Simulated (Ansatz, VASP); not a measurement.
# Two plane-wave programs on Pd

```
CELL_PARAMETERS angstrom
-1.62640 1.62640 1.62640
1.62640 -1.62640 1.62640
1.62640 1.62640 -1.62640
ATOMIC_POSITIONS crystal
Pd 0.00000 0.00000 0.00000
```

Alike in both runs: task single point; functional PBE; k mesh 18 × 18 × 18; occupations gaussian, width 0.1 eV; no spin polarisation.

|  | VASP | Ansatz |
| --- | --- | --- |
| version | VASP 6.6.1 | Ansatz 0.2.0 |
| potentials or method | VASP PAW PBE potentials, release 64 (Pd), cutoff 520 eV | scalar-relativistic, plane waves, PAW |
| valence electrons in the cell | 10 | 18 |

Ansatz gave:

| Item | Value |
| --- | --- |
| gap on the k mesh at the Fermi level (eV) | none |
| pressure (GPa) | -13.2 |

Which values does VASP return?

gap on the k mesh at the Fermi level (eV): none; pressure (GPa): -13.3.

A gap of «none» marks a metal or a gap that the smearing closes. VASP's potentials hold 10 valence electrons a cell and Ansatz's 18, so a difference there can come from the potentials and not from the codes.
